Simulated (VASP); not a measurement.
Crystal: BN.

```
CELL_PARAMETERS angstrom
1.35121 0.78012 3.37293
-1.35121 0.78012 3.37293
0.00000 -1.56024 3.37293
ATOMIC_POSITIONS crystal
B 0.99967 0.99967 0.99967
N 0.33276 0.33276 0.33276
```

Base run:

| Property | Result |
| --- | --- |
| Program | VASP 6.6.1 |
| Functional | PBE |
| Potentials or basis | VASP PAW PBE potentials, release 64 (B, N) |
| Cutoff | 600 eV |
| k mesh | 12 × 12 × 12 |
| Occupations | gaussian, width 0.05 eV |
| Spin | no spin polarisation |

Its results: band gap on the k mesh 3.79 eV, indirect (least direct gap 4.11 eV); pressure -36.3 GPa; largest force 0.016 eV/Å.

Task: The run is repeated on the same cell with these changes: functional from PBE to LDA; potentials or basis from VASP PAW PBE potentials, release 64 (B, N) to VASP PAW LDA potentials, release 64 (B, N). What comes out?

Result: Band gap on the k mesh 3.63 eV, indirect (least direct gap 4.00 eV); pressure -42.1 GPa; largest force 0.019 eV/Å.

A k mesh can miss the band edges.
